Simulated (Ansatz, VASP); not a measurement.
# Si: VASP beside Ansatz

```
Si
1.0
     0.00000    2.71850    2.71850
     2.71850    0.00000    2.71850
     2.71850    2.71850    0.00000
Si
2
Cartesian
  2.7185 2.7185 2.7185
  4.0777 4.0777 4.0777
```

Alike in both runs: task relaxation of cell and atoms; functional PBEsol; k mesh 10 × 10 × 10; occupations gaussian, width 0.02 eV; no spin polarisation.

|  | VASP | Ansatz |
| --- | --- | --- |
| version | VASP 6.6.1 | Ansatz 0.2.0 |
| potentials or method | VASP PAW PBE potentials, release 64 (Si), cutoff 600 eV | scalar-relativistic, plane waves, PAW |
| valence electrons in the cell | 8 | 8 |

|  | VASP | Ansatz | Ansatz less VASP |
| --- | --- | --- | --- |
| gap on the k mesh at the Fermi level, each at its own relaxed structure (eV) | 0.47 | 0.48 | +0.003 |
| relaxed volume (Å³/atom) | 20.08 | 20.05 | -0.026 |
| relaxed cell length with the largest relative difference (Å) | 3.844 | 3.842 | -0.0017 |

VASP's potentials were made for PBE, not for PBEsol, and Ansatz warns of the same on its side.
